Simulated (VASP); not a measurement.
# Ge (I4_1/amd) in VASP: relaxation of cell and atoms with PBE

Aim: the relaxation of cell and atoms of Ge with PBE.

Program: VASP 6.6.1. These are calculated values, not measurements. Logs are shortened: lines on timing, memory, paths and dates and some standing lists are left out, and cuts for length are marked.

## Step 1: The cell of the first run

Symmetry: I4_1/amd, No. 141, tetragonal system. Conventional cell: a = 5.276 Å, b = 5.276 Å, c = 2.902 Å, α = 90.00°, β = 90.00°, γ = 90.00°. Within 3.6 Å of Ge (site symmetry -4m2) lie 10 Ge at 2.74 to 3.42 Å.

## Step 2: Relaxation of cell and atoms, PBE, target pressure -0.68 GPa, at which the enthalpy is minimised

Contents of INCAR:

```
  PREC = Accurate
  ENCUT = 600
  EDIFF = 1E-6
  ISMEAR = -1
  SIGMA = 0.05
  LREAL = F
  LASPH = T
  NELM = 100
  ALGO = Normal
  ISIF = 3
  LWAVE = F
  LCHARG = F
  GGA = PE
  IBRION = 2
  NSW = 60
  EDIFFG = -0.005
  PSTRESS = -6.800000000000001
```

Contents of KPOINTS:

```
Automatic mesh
0
Gamma
  15 15 15
```

Contents of POSCAR:

```
Ge
1.0
   -2.6381390299      2.6381390299      1.4509764664
    2.6381390299     -2.6381390299      1.4509764664
    2.6381390299      2.6381390299     -1.4509764664
Ge
2
Direct
   -0.3750000000     -0.1250000000     -0.2500000000
    0.3750000000      0.1250000000      0.2500000000
```

Potentials or basis: VASP PAW PBE potentials, release 64 (Ge_d).

Command:

```
> cat potpaw_PBE.64/Ge_d/POTCAR > POTCAR
> mpirun -np 1 vasp_std > vasp.out
```

OUTCAR:

```text
PREC = Accurate
   ENCUT = 600
   EDIFF = 1E-6
   ISMEAR = -1
   LREAL = F
   LASPH = T
   NELM = 100
   ISIF = 3
   GGA = PE
   IBRION = 2
   NSW = 60
   EDIFFG = -0.005
   PSTRESS = -6.800000000000001

 ion  position               nearest neighbor table
   1  0.625  0.875  0.750-   2 2.74   2 2.74   2 2.74   2 2.74
   2  0.375  0.125  0.250-   1 2.74   1 2.74   1 2.74   1 2.74

  LATTYP: Found a body centered tetragonal cell.
 ALAT       =     5.2762780598
 C/A-ratio  =     0.5500000000

  Lattice vectors:

 A1 = (  -2.6381390299,   2.6381390299,   1.4509764664)
 A2 = (   2.6381390299,  -2.6381390299,   1.4509764664)
 A3 = (   2.6381390299,   2.6381390299,  -1.4509764664)

Analysis of symmetry for initial positions (statically):
=====================================================================
 Subroutine PRICEL returns:
 Original cell was already a primitive cell.

 Routine SETGRP: Setting up the symmetry group for a
 body centered tetragonal supercell.

 Subroutine GETGRP returns: Found 16 space group operations
 (whereof  4 operations were pure point group operations)
 out of a pool of 16 trial point group operations.

The static configuration has the point symmetry C_2h.
 The point group associated with its full space group is D_4h.

Analysis of symmetry for dynamics (positions and initial velocities):
=====================================================================
 Subroutine PRICEL returns:
 Original cell was already a primitive cell.

 Routine SETGRP: Setting up the symmetry group for a
 body centered tetragonal supercell.

 Subroutine GETGRP returns: Found 16 space group operations
 (whereof  4 operations were pure point group operations)
 out of a pool of 16 trial point group operations.

The dynamic configuration has the point symmetry C_2h.
 The point group associated with its full space group is D_4h.

 Subroutine INISYM returns: Found 16 space group operations
 (whereof  4 operations are pure point group operations),
 and found     1 'primitive' translations

----------------------------------------------------------------------------------------

                                     Primitive cell

  volume of cell :      40.3939

  direct lattice vectors                    reciprocal lattice vectors
    -2.638139030  2.638139030  1.450976466     0.000000000  0.189527540  0.344595527
     2.638139030 -2.638139030  1.450976466     0.189527540  0.000000000  0.344595527
     2.638139030  2.638139030 -1.450976466     0.189527540  0.189527540  0.000000000

  length of vectors
     4.003109765  4.003109765  4.003109765     0.393276958  0.393276958  0.268032417

  position of ions in fractional coordinates (direct lattice)
     0.625000000  0.875000000  0.750000000
     0.375000000  0.125000000  0.250000000

  ion indices of the primitive-cell ions
   primitive index   ion index
                 1           1
                 2           2

----------------------------------------------------------------------------------------

 KPOINTS: Automatic mesh

Automatic generation of k-mesh.
 Grid dimensions read from file:
 generate k-points for:   15   15   15

 Generating k-lattice:

  Cartesian coordinates                     Fractional coordinates (reciprocal lattice)
     0.000000000  0.012635169  0.022973035     0.066666667 -0.000000000  0.000000000
     0.012635169  0.000000000  0.022973035    -0.000000000  0.066666667  0.000000000
     0.012635169  0.012635169  0.000000000     0.000000000  0.000000000  0.066666667

  Length of vectors
     0.026218464  0.026218464  0.017868828

  Shift w.r.t. Gamma in fractional coordinates (k-lattice)
     0.000000000  0.000000000  0.000000000

 Subroutine IBZKPT returns following result:
 ===========================================

 Found    288 irreducible k-points:

 Following reciprocal coordinates:
            Coordinates               Weight
  0.000000  0.000000  0.000000      1.000000
  0.066667  0.000000  0.000000      8.000000
  0.133333  0.000000  0.000000      8.000000
  0.200000  0.000000 -0.000000      8.000000
  0.266667  0.000000  0.000000      8.000000
  0.333333  0.000000  0.000000      8.000000
[... 16 lines left out ...]
  0.133333  0.133333  0.000000      8.000000
  0.200000  0.133333 -0.000000     16.000000
 [... further k-points ...]
   k-points           NKPTS =    288   k-points in BZ     NKDIM =    288   number of bands    NBANDS=     18
   number of dos      NEDOS =    301   number of ions     NIONS =      2
   total plane-waves  NPLWV =  32768
   dimension x,y,z NGX =    32 NGY =   32 NGZ =   32
   dimension x,y,z NGXF=    64 NGYF=   64 NGZF=   64
   ions per type =               2
   NGX,Y,Z   is equivalent  to a cutoff of  13.29, 13.29, 13.29 a.u.
   NGXF,Y,Z  is equivalent  to a cutoff of  26.58, 26.58, 26.58 a.u.
 SYSTEM =  unknown system
   PREC   = accura    normal or accurate (medium, high low for compatibility)
   ISTART =      0    job   : 0-new  1-cont  2-samecut
   ICHARG =      2    charge: 1-file 2-atom 10-const
   ISPIN  =      1    spin polarized calculation?
   LNONCOLLINEAR =      F non collinear calculations
   LSORBIT =      F    spin-orbit coupling
   LASPH  =      T    aspherical Exc in radial PAW
   ENCUT  =  600.0 eV  44.10 Ry    6.64 a.u.   8.00  8.00  8.00*2*pi/ulx,y,z
   NELM   =    100;   NELMIN=  2; NELMDL= -5     # of ELM steps
   EDIFF  = 0.1E-05   stopping-criterion for ELM
   LREAL  =      F    real-space projection
   EDIFFG = -.5E-02   stopping-criterion for IOM
   NSW    =     60    number of steps for IOM
   IBRION =      2    ionic relax: 0-MD 1-quasi-New 2-CG
   NFREE  =      1    steps in history (QN), initial steepest desc. (CG)
   ISIF   =      3    stress and relaxation
   ISYM   =      2    0-nonsym 1-usesym 2-fastsym
   POTIM  = 0.5000    time-step for ionic-motion
   TEBEG  =    0.0;   TEEND  =   0.0 temperature during run
   PSTRESS=   -6.8 pullay stress
   NELECT =      28.0000    total number of electrons
   NUPDOWN=      -1.0000    fix difference up-down
   EMIN   =  10.00;   EMAX   =-10.00  energy-range for DOS
   EFERMI =   0.00;   METHOD = LEGACY
   ISMEAR =    -1;   SIGMA  =   0.05  broadening in eV -4-tet -1-fermi 0-gaus
   EFERMI_NEDOS =   21; number of points for ismear=-14 and -15
   IALGO  =     38    algorithm
   IMIX   =      4    mixing-type and parameters
     AMIX     =   0.40;   BMIX     =  1.00
     AMIX_MAG =   1.60;   BMIX_MAG =  1.00
  volume/ion in A,a.u.               =      20.20       136.30
  Fermi-wavevector in a.u.,A,eV,Ry     =   1.448846  2.737922 28.560740  2.099155
  Thomas-Fermi vector in A             =   2.566640
   LORBIT       =      0    0 simple, 1 ext, 2 COOP (PROOUT), +10 PAW based schemes
   GGA     = PE    functional components
   LHFCALC =     F    Hartree Fock is set to
   AEXX    =    0.0000 exact exchange contribution
   IVDW    =     0    specifies the selected vdW correction
   LEPSILON=     F    determine dielectric tensor
   LRPA    =     F    only Hartree local field effects (RPA)
 conjugate gradient relaxation of ions
 non-spin polarized calculation
  energy-cutoff  :      600.00
  volume of cell :       40.39
 maximum number of plane-waves:      1368
   NGX = 15   NGY = 15   NGZ = 15

--------------------------------------- Ionic step        1  -------------------------------------------

 number of electron      27.9999999 magnetization

 Free energy of the ion-electron system (eV)
  ---------------------------------------------------
  ext. energy  EPLUGINS =         0.00000000
  ---------------------------------------------------
  free energy    TOTEN  =        -8.56107874 eV

  energy without entropy =       -8.55403479  energy(sigma->0) =       -8.55755677

------------------------ aborting loop because EDIFF is reached ----------------------------------------

  FORCE on cell =-STRESS in cart. coord.  units (eV):
  Direction    XX          YY          ZZ          XY          YZ          ZX
  --------------------------------------------------------------------------------------
  -------------------------------------------------------------------------------------
  Total       -0.7135319     -0.7135319     -0.7636447     -0.0000000     -0.0000000      0.0000000
  in kB      -28.3014226    -28.3014226    -30.2890894     -0.0000000     -0.0000000      0.0000000
  external PRESSURE =     -22.1639782 kB  Pullay stress =      -6.8000000 kB
[... 93 lines left out ...]
  FREE ENERGIE OF THE ION-ELECTRON SYSTEM (eV)
  ---------------------------------------------------
  free  energy   TOTEN  =        -8.5761225712 eV

  energy  without entropy=       -8.5696543814  energy(sigma->0) =       -8.57288848

  enthalpy is  TOTEN    =        -8.7415375823 eV   P V=       -0.1654150112

[... ionic steps 4 to 11 ...]

--------------------------------------- Ionic step       12  -------------------------------------------

 number of electron      28.0000024 magnetization

------------------------ aborting loop because EDIFF is reached ----------------------------------------

  FORCE on cell =-STRESS in cart. coord.  units (eV):
  Direction    XX          YY          ZZ          XY          YZ          ZX
  --------------------------------------------------------------------------------------
  -------------------------------------------------------------------------------------
  Total       -0.1875691     -0.1875691     -0.1718002      0.0000000      0.0000000      0.0000000
  in kB       -7.7089711     -7.7089711     -7.0608774      0.0000000      0.0000000      0.0000000
  external PRESSURE =      -0.6929399 kB  Pullay stress =      -6.8000000 kB
[... 61 lines left out ...]
  enthalpy is  TOTEN    =        -8.7416840029 eV   P V=       -0.1654889791

--------------------------------------- Ionic step       14  -------------------------------------------

 number of electron      28.0000024 magnetization

 Free energy of the ion-electron system (eV)
  ---------------------------------------------------
  ext. energy  EPLUGINS =         0.00000000
  ---------------------------------------------------
  free energy    TOTEN  =        -8.57611124 eV

  energy without entropy =       -8.56952770  energy(sigma->0) =       -8.57281947

 E-fermi :   6.2359     XC(G=0): -11.0609

 val. band max:        6.2310218014   @ k =  -0.3333   0.4667   0.0667
 cond. band min:       6.2501067333   @ k =  -0.1333  -0.2000   0.1333
 fundamental gap:      0.0190849319
 Fermi energy:         6.2359028317

 k-point     1 :       0.0000    0.0000    0.0000
  band No.  band energies     occupation
      1     -18.4696      2.00000
      2     -18.4343      2.00000
      3     -18.4051      2.00000
      4     -18.4021      2.00000
      5     -18.3174      2.00000
      6     -18.3174      2.00000
[... 10 lines left out ...]
     17      13.5397      0.00000
     18      13.9138      0.00000
[... 466 lines left out ...]
      2     -18.3823      2.00000
      3     -18.3753      2.00000
      4     -18.3538      2.00000
      5     -18.3500      2.00000
      6     -18.3408      2.00000
[... 10 lines left out ...]
     17      10.5821      0.00000
     18      11.0054      0.00000

 [... further k-points ...]
[... 5 lines left out ...]
  --------------------------------------------------------------------------------------
  -------------------------------------------------------------------------------------
  Total       -0.1752673     -0.1752673     -0.1679735      0.0000000     -0.0000000     -0.0000000
  in kB       -7.1979064     -7.1979064     -6.8983617      0.0000000     -0.0000000     -0.0000000
  external PRESSURE =      -0.2980582 kB  Pullay stress =      -6.8000000 kB
[... 17 lines left out ...]
  FREE ENERGIE OF THE ION-ELECTRON SYSTEM (eV)
  ---------------------------------------------------
  free  energy   TOTEN  =        -8.5761112448 eV

  energy  without entropy=       -8.5695276999  energy(sigma->0) =       -8.57281947

  enthalpy is  TOTEN    =        -8.7416896492 eV   P V=       -0.1655784043

 reached required accuracy - stopping structural energy minimisation
```

Run time: 8.5 min. Hardware: 1 thread of Intel Xeon 6975P-C (Granite Rapids), shared host; peak memory 0.37 GiB.

Results:

* Free energy: -8.5761 eV
* Relaxed volume: 19.51 Å³/atom
* Relaxed cell: a = 3.964 Å, b = 3.964 Å, c = 3.964 Å, α = 97.44°, β = 97.44°, γ = 137.83°
* Space group after relaxing (to 0.1 Å): I4_1/amd (No. 141)
* Energy change on relaxing (the run minimises the enthalpy): -7.5 meV/atom
* Ionic steps: 14
* Pressure after relaxing: -0.7 GPa
* Band gap on the k mesh: zero (bands 14 and 15 overlap by 4.97 eV)

The path:
```
step  energy change (eV)  largest force (eV/Å)  pressure (GPa)  volume (Å³)
   1              0.0000                0.0000           -2.90        40.39
   2             -0.0156                0.0000           -0.48        38.78
   3             -0.0150                0.0000           -0.57        38.97
   4             -0.0148                0.0000           -0.75        39.04
   5             -0.0149                0.0000           -0.61        39.01
   6             -0.0148                0.0000           -0.83        39.05
   7             -0.0148                0.0000           -0.73        39.05
   8             -0.0149                0.0000           -0.58        39.02
   9             -0.0149                0.0000           -0.69        39.02
  10             -0.0150                0.0000           -0.72        39.01
  11             -0.0151                0.0000           -0.72        39.00
  12             -0.0151                0.0000           -0.75        38.98
  13             -0.0151                0.0000           -0.55        38.99
  14             -0.0150                0.0000           -0.71        39.01
```

Final structure:
```yaml
crystal:
  lattice:
    - [-2.61517, 2.61517, 1.42608]
    - [2.61517, -2.61517, 1.42608]
    - [2.61517, 2.61517, -1.42608]
  atoms:
    - { symbol: Ge, position: [0.62500, 0.87500, 0.75000] }
    - { symbol: Ge, position: [0.37500, 0.12500, 0.25000] }
```

Caveat: the cell is relaxed towards a set pressure, so the run minimises the enthalpy, not the energy.
